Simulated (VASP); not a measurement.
A run of VASP 6.6.1 is set up as follows.

INCAR

```
PREC = Accurate ; ENCUT = 520
EDIFF = 1E-7 ; ISMEAR = 0
SIGMA = 0.05 ; LREAL = F
LASPH = T ; NELM = 60
ALGO = Normal ; ISIF = 2
LWAVE = F ; LCHARG = F
GGA = CA ; NBANDS = 30
```

File KPOINTS:

```
Automatic mesh
0
Gamma
  8 8 8
```

The input POSCAR:

```
ZrPbO3
1.0
    4.0773167447      0.0000000000      0.0000000000
    0.0000000000      4.0773167447      0.0000000000
    0.0000000000      0.0000000000      4.4850484192
Zr Pb O
1 1 3
Direct
    0.0000000000      0.0000000000      0.0000000000
    0.5000000000      0.5000000000      0.5000000000
    0.5000000000      0.0000000000      0.0000000000
    0.0000000000      0.0000000000      0.5000000000
    0.0000000000      0.5000000000      0.0000000000
```

Potentials or basis: VASP PAW LDA potentials, release 64 (Zr_sv, Pb_d, O).

Run with:

```bash
$ cat potpaw_LDA.64/Zr_sv/POTCAR potpaw_LDA.64/Pb_d/POTCAR potpaw_LDA.64/O/POTCAR > POTCAR
$ mpirun -np 1 vasp_std > vasp.out
```

**Question.** Estimate the pressure.

**Answer.** -8.6 GPa.

**Question.** Estimate the band gap on the k mesh.

**Answer.** 1.81 eV (least direct gap 1.95 eV).

Stress tensor (GPa, compression positive):
```
 -3.54   0.00   0.00
  0.00  -3.54   0.00
  0.00   0.00 -18.83
```

Caveat: the stress differs along the axes, from -19 to -4 GPa; spin-orbit coupling is left out, which moves the levels of the heavy elements. A k mesh can miss the band edges.
